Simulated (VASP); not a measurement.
# LaCuTe2 (R-3m) in VASP: single point with r2SCAN

Aim: the single point of LaCuTe2 with r2SCAN.

Everything below comes from runs of VASP 6.6.1. Logs are shortened: lines on timing, memory, paths and dates and some standing lists are left out, and cuts for length are marked.

## Step 1: The cell of the first run

The structure is trigonal, space group R-3m (No. 166). Conventional cell: a = 4.508 Å, b = 4.508 Å, c = 20.394 Å, α = 90.00°, β = 90.00°, γ = 120.00°. Cu (site symmetry -3m) has 6 Te at 3.00 Å within 3.9 Å. Within 4.2 Å of La (site symmetry -3m) lie 6 Te at 3.23 Å. Te (site symmetry 3m) has 3 Cu at 3.00 Å and 3 La at 3.23 Å within 3.9 Å.

## Step 2: Single point, r2SCAN (strain +0.7%)

POSCAR

```
LaCuTe2
1.0
    2.2539850032      1.3013388483      6.7981355374
   -2.2539850032      1.3013388483      6.7981355374
    0.0000000000     -2.6026776967      6.7981355374
Cu La Te
1 1 2
Direct
    1.0000000000      0.0000000000      0.0000000000
    0.5000000000      0.5000000000      0.5000000000
    0.2604150060      0.2604150060      0.2604150060
    0.7395849940      0.7395849940      0.7395849940
```

INCAR.step1

```
  PREC = Accurate
  ENCUT = 520
  ISMEAR = 0
  SIGMA = 0.01
  LREAL = F
  LASPH = T
  NELM = 60
  NBANDS = 25
  GGA = PE
  ALGO = Normal
  EDIFF = 1E-4
  LWAVE = T
  LCHARG = F
```

INCAR.step2

```
  PREC = Accurate
  ENCUT = 520
  EDIFF = 1E-6
  ISMEAR = 0
  SIGMA = 0.01
  LREAL = F
  LASPH = T
  NELM = 60
  ALGO = Normal
  ISIF = 2
  LWAVE = F
  LCHARG = T
  METAGGA = R2SCAN
  LMIXTAU = T
  LELF = T
  LVHAR = T
  NBANDS = 25
  ISTART = 1
```

KPOINTS

```
regular mesh
0
Gamma
  6 6 6
```

Potentials or basis: VASP PAW PBE potentials, release 64 (Cu, La, Te).

The run is started by

```bash
$ cat potpaw_PBE.64/Cu/POTCAR potpaw_PBE.64/La/POTCAR potpaw_PBE.64/Te/POTCAR > POTCAR
$ cp INCAR.step1 INCAR
$ mpirun -np 1 vasp_std > vasp.out
$ cp INCAR.step2 INCAR
$ mpirun -np 1 vasp_std > vasp.out
```

OUTCAR:

```text
PREC = Accurate
   ENCUT = 520
   EDIFF = 1E-6
   ISMEAR = 0
   LREAL = F
   LASPH = T
   NELM = 60
   ISIF = 2
   METAGGA = R2SCAN
   ISTART = 1

 ion  position               nearest neighbor table
   1  0.000  0.000  0.000-   4 3.00   3 3.00   4 3.00   4 3.00   3 3.00   3 3.00
   2  0.500  0.500  0.500-   3 3.23   4 3.23   3 3.23   3 3.23   4 3.23   4 3.23
   3  0.260  0.260  0.260-   1 3.00   1 3.00   1 3.00   2 3.23   2 3.23   2 3.23
   4  0.740  0.740  0.740-   1 3.00   1 3.00   1 3.00   2 3.23   2 3.23   2 3.23

  LATTYP: Found a trigonal (rhomboedric) cell.
 ALAT       =     7.2793253793
 COS(alpha) =     0.8082436409

  Lattice vectors:

 A1 = (   2.2539850032,   1.3013388483,   6.7981355374)
 A2 = (  -2.2539850032,   1.3013388483,   6.7981355374)
 A3 = (   0.0000000000,  -2.6026776967,   6.7981355374)

Analysis of symmetry for initial positions (statically):
=====================================================================
 Subroutine PRICEL returns:
 Original cell was already a primitive cell.

 Routine SETGRP: Setting up the symmetry group for a
 trigonal (rhombohedral) supercell.

 Subroutine GETGRP returns: Found 12 space group operations
 (whereof 12 operations were pure point group operations)
 out of a pool of 12 trial point group operations.

The static configuration has the point symmetry D_3d.

Analysis of symmetry for dynamics (positions and initial velocities):
=====================================================================
 Subroutine PRICEL returns:
 Original cell was already a primitive cell.

 Routine SETGRP: Setting up the symmetry group for a
 trigonal (rhombohedral) supercell.

 Subroutine GETGRP returns: Found 12 space group operations
 (whereof 12 operations were pure point group operations)
 out of a pool of 12 trial point group operations.

The dynamic configuration has the point symmetry D_3d.

 Subroutine INISYM returns: Found 12 space group operations
 (whereof 12 operations are pure point group operations),
 and found     1 'primitive' translations

----------------------------------------------------------------------------------------

                                     Primitive cell

  volume of cell :     119.6417

  direct lattice vectors                    reciprocal lattice vectors
     2.253985003  1.301338848  6.798135537     0.221829338  0.128073228  0.049033052
    -2.253985003  1.301338848  6.798135537    -0.221829338  0.128073228  0.049033052
     0.000000000 -2.602677697  6.798135537     0.000000000 -0.256146455  0.049033052

  length of vectors
     7.279325379  7.279325379  7.279325379     0.260797329  0.260797329  0.260797329

  position of ions in fractional coordinates (direct lattice)
     0.000000000  0.000000000  0.000000000
     0.500000000  0.500000000  0.500000000
     0.260415006  0.260415006  0.260415006
     0.739584994  0.739584994  0.739584994

  ion indices of the primitive-cell ions
   primitive index   ion index
                 1           1
                 2           2
                 3           3
                 4           4

----------------------------------------------------------------------------------------

 KPOINTS: regular mesh

Automatic generation of k-mesh.
 Grid dimensions read from file:
 generate k-points for:    6    6    6

 Generating k-lattice:

  Cartesian coordinates                     Fractional coordinates (reciprocal lattice)
     0.036971556  0.021345538  0.008172175     0.166666667 -0.000000000  0.000000000
    -0.036971556  0.021345538  0.008172175    -0.000000000  0.166666667  0.000000000
     0.000000000 -0.042691076  0.008172175     0.000000000  0.000000000  0.166666667

  Length of vectors
     0.043466222  0.043466222  0.043466222

  Shift w.r.t. Gamma in fractional coordinates (k-lattice)
     0.000000000  0.000000000  0.000000000

 Subroutine IBZKPT returns following result:
 ===========================================

 Found     32 irreducible k-points:

 Following reciprocal coordinates:
            Coordinates               Weight
  0.000000  0.000000  0.000000      1.000000
  0.166667  0.000000  0.000000      6.000000
  0.333333 -0.000000  0.000000      6.000000
  0.500000  0.000000  0.000000      3.000000
  0.166667  0.166667  0.000000      6.000000
  0.333333  0.166667  0.000000     12.000000
[... 16 lines left out ...]
  0.500000  0.500000  0.166667      6.000000
 -0.333333  0.500000  0.166667     12.000000
 [... further k-points ...]
   k-points           NKPTS =     32   k-points in BZ     NKDIM =     32   number of bands    NBANDS=     25
   number of dos      NEDOS =    301   number of ions     NIONS =      4
   total plane-waves  NPLWV = 157464
   dimension x,y,z NGX =    54 NGY =   54 NGZ =   54
   dimension x,y,z NGXF=   108 NGYF=  108 NGZF=  108
   ions per type =               1   1   2
   NGX,Y,Z   is equivalent  to a cutoff of  12.33, 12.33, 12.33 a.u.
   NGXF,Y,Z  is equivalent  to a cutoff of  24.67, 24.67, 24.67 a.u.
 SYSTEM =  unknown system
   PREC   = accura    normal or accurate (medium, high low for compatibility)
   ISTART =      1    job   : 0-new  1-cont  2-samecut
   ICHARG =      0    charge: 1-file 2-atom 10-const
   ISPIN  =      1    spin polarized calculation?
   LNONCOLLINEAR =      F non collinear calculations
   LSORBIT =      F    spin-orbit coupling
   LASPH  =      T    aspherical Exc in radial PAW
   ENCUT  =  520.0 eV  38.22 Ry    6.18 a.u.  13.53 13.53 13.53*2*pi/ulx,y,z
   NELM   =     60;   NELMIN=  2; NELMDL=  0     # of ELM steps
   EDIFF  = 0.1E-05   stopping-criterion for ELM
   LREAL  =      F    real-space projection
   EDIFFG = 0.1E-04   stopping-criterion for IOM
   NSW    =      0    number of steps for IOM
   IBRION =     -1    ionic relax: 0-MD 1-quasi-New 2-CG
   NFREE  =      0    steps in history (QN), initial steepest desc. (CG)
   ISIF   =      2    stress and relaxation
   ISYM   =      2    0-nonsym 1-usesym 2-fastsym
   POTIM  = 0.5000    time-step for ionic-motion
   TEBEG  =    0.0;   TEEND  =   0.0 temperature during run
   PSTRESS=    0.0 pullay stress
   NELECT =      34.0000    total number of electrons
   NUPDOWN=      -1.0000    fix difference up-down
   EMIN   =  10.00;   EMAX   =-10.00  energy-range for DOS
   EFERMI =   0.00;   METHOD = LEGACY
   ISMEAR =     0;   SIGMA  =   0.01  broadening in eV -4-tet -1-fermi 0-gaus
   EFERMI_NEDOS =   21; number of points for ismear=-14 and -15
   IALGO  =     38    algorithm
   IMIX   =      4    mixing-type and parameters
     AMIX     =   0.40;   BMIX     =  1.00
     AMIX_MAG =   1.60;   BMIX_MAG =  1.00
  volume/ion in A,a.u.               =      29.91       201.85
  Fermi-wavevector in a.u.,A,eV,Ry     =   1.076317  2.033945 15.761790  1.158459
  Thomas-Fermi vector in A             =   2.212198
   LORBIT       =      0    0 simple, 1 ext, 2 COOP (PROOUT), +10 PAW based schemes
   METAGGA = R2SCAN    functional components
   LHFCALC =     F    Hartree Fock is set to
   AEXX    =    0.0000 exact exchange contribution
   IVDW    =     0    specifies the selected vdW correction
   LEPSILON=     F    determine dielectric tensor
   LRPA    =     F    only Hartree local field effects (RPA)
 non-spin polarized calculation
 Gauss-broadening in eV      SIGMA  =   0.01
  energy-cutoff  :      520.00
  volume of cell :      119.64
 maximum number of plane-waves:      3253
   NGX = 27   NGY = 27   NGZ = 27

 number of electron      33.9999997 magnetization

 Free energy of the ion-electron system (eV)
  ---------------------------------------------------
  ext. energy  EPLUGINS =         0.00000000
  ---------------------------------------------------
  free energy    TOTEN  =       -95.19421347 eV

  energy without entropy =      -95.19421347  energy(sigma->0) =      -95.19421347

 E-fermi :   6.0791     XC(G=0):  -9.9318

 val. band max:        5.9628077091   @ k =   0.1667   0.1667   0.0000
 cond. band min:       7.0351972624   @ k =   0.5000   0.5000   0.0000
 fundamental gap:      1.0723895532
 Fermi energy:         6.0791003613

 k-point     1 :       0.0000    0.0000    0.0000
  band No.  band energies     occupation
      1     -27.9460      2.00000
      2     -11.3884      2.00000
      3     -11.1279      2.00000
      4     -11.1279      2.00000
      5      -5.6155      2.00000
      6      -4.2353      2.00000
[... 17 lines left out ...]
     24       8.6301      0.00000
     25       8.6310      0.00000

 k-point     2 :       0.1667    0.0000    0.0000
  band No.  band energies     occupation
      1     -27.9418      2.00000
      2     -11.3604      2.00000
      3     -11.2117      2.00000
      4     -11.1428      2.00000
      5      -5.4090      2.00000
      6      -4.3216      2.00000
[... 17 lines left out ...]
     24       8.5141      0.00000
     25       8.5810      0.00000

 k-point     3 :       0.3333   -0.0000    0.0000
  band No.  band energies     occupation
      1     -27.9334      2.00000
      2     -11.3767      2.00000
      3     -11.2958      2.00000
      4     -11.1722      2.00000
      5      -5.0314      2.00000
      6      -4.4012      2.00000
[... 17 lines left out ...]
     24       8.5472      0.00000
     25       8.7275      0.00000

 k-point     4 :       0.5000    0.0000    0.0000
  band No.  band energies     occupation
      1     -27.9291      2.00000
      2     -11.4502      2.00000
      3     -11.2673      2.00000
      4     -11.1868      2.00000
      5      -4.9237      2.00000
      6      -4.3259      2.00000
[... 17 lines left out ...]
     24       8.5717      0.00000
     25       8.7883      0.00000
[... 477 lines left out ...]
 k-point    22 :      -0.1667    0.3333    0.1667
  band No.  band energies     occupation
      1     -27.9291      2.00000
      2     -11.4065      2.00000
      3     -11.2724      2.00000
      4     -11.2303      2.00000
      5      -4.6973      2.00000
      6      -4.5721      2.00000
[... 17 lines left out ...]
     24       8.5331      0.00000
     25       8.5672      0.00000

 k-point    23 :       0.5000    0.5000    0.1667
  band No.  band energies     occupation
      1     -27.9334      2.00000
      2     -11.3780      2.00000
      3     -11.2979      2.00000
      4     -11.1725      2.00000
      5      -4.8871      2.00000
      6      -4.5408      2.00000
[... 17 lines left out ...]
     24       8.5642      0.00000
     25       8.6486      0.00000

 k-point    24 :      -0.3333    0.5000    0.1667
  band No.  band energies     occupation
      1     -27.9291      2.00000
      2     -11.4061      2.00000
      3     -11.2745      2.00000
      4     -11.2301      2.00000
      5      -4.7855      2.00000
      6      -4.4569      2.00000
[... 17 lines left out ...]
     24       8.5543      0.00000
     25       8.5948      0.00000

 [... further k-points ...]

------------------------ aborting loop because EDIFF is reached ----------------------------------------

  FORCE on cell =-STRESS in cart. coord.  units (eV):
  Direction    XX          YY          ZZ          XY          YZ          ZX
  --------------------------------------------------------------------------------------
  -------------------------------------------------------------------------------------
  Total       -0.8143168     -0.8143168     -0.7675566     -0.0000000      0.0000000      0.0000000
  in kB      -10.9048954    -10.9048954    -10.2787081     -0.0000000      0.0000000      0.0000000
  external PRESSURE =     -10.6961663 kB  Pullay stress =       0.0000000 kB

 VOLUME and BASIS-vectors are now :
 -----------------------------------------------------------------------------
  energy-cutoff  :      520.00
  volume of cell :      119.64
      direct lattice vectors                 reciprocal lattice vectors
     2.253985003  1.301338848  6.798135537     0.221829338  0.128073228  0.049033052
    -2.253985003  1.301338848  6.798135537    -0.221829338  0.128073228  0.049033052
     0.000000000 -2.602677697  6.798135537     0.000000000 -0.256146455  0.049033052

 POSITION                                       TOTAL-FORCE (eV/Angst)
 -----------------------------------------------------------------------------------
      0.00000      0.00000      0.00000         0.000000      0.000000     -0.000000
      0.00000     -0.00000     10.19720        -0.000000      0.000000     -0.000000
      0.00000     -0.00000      5.31101         0.000000      0.000000     -0.010287
      0.00000     -0.00000     15.08340         0.000000     -0.000000      0.010287
 -----------------------------------------------------------------------------------
    total drift:                               -0.000000     -0.000000      0.000000

  FREE ENERGIE OF THE ION-ELECTRON SYSTEM (eV)
  ---------------------------------------------------
  free  energy   TOTEN  =       -95.1942134727 eV

  energy  without entropy=      -95.1942134727  energy(sigma->0) =      -95.19421347
```

It took 24 min on 1 thread of AMD EPYC 7R43 (Zen 3), shared host; peak memory 0.5 GiB.

Results:

```
Free energy            : -95.1942 eV
Pressure               : -1.1 GPa
Largest force          : 0.010 eV/Å
Band gap on the k mesh : 1.07 eV, indirect (least direct gap 1.49 eV)
```

Forces on the atoms (eV/Å):
```
Cu   0.000  0.000  0.000
La   0.000  0.000  0.000
Te   0.000  0.000 -0.010
Te   0.000  0.000  0.010
```

Levels at points of the mesh, in eV from the valence-band top:
| k point | band 14 | band 15 | band 16 | band 17 | band 18 | band 19 | band 20 | band 21 |
| --- | --- | --- | --- | --- | --- | --- | --- | --- |
| (0.00, 0.00, 0.00) | -0.79 | -0.79 | -0.79 | -0.23 | 2.09 | 2.21 | 2.21 | 2.26 |
| (0.50, 0.00, 0.00) | -1.32 | -1.29 | -0.26 | -0.05 | 1.68 | 2.36 | 2.39 | 2.42 |
| (0.50, 0.50, 0.00) | -1.32 | -1.29 | -0.64 | -0.42 | 1.07 | 1.95 | 2.26 | 2.37 |
| (0.50, 0.50, 0.50) | -1.38 | -1.23 | -0.01 | -0.01 | 1.92 | 2.15 | 2.15 | 2.28 |

Caveat: the cell differs from its parent crystal (strain +0.7%); the PAW data sets were made with another functional, which shifts forces and pressure a little; spin-orbit coupling is left out, which moves the levels of the heavy elements. A k mesh can miss the band edges.
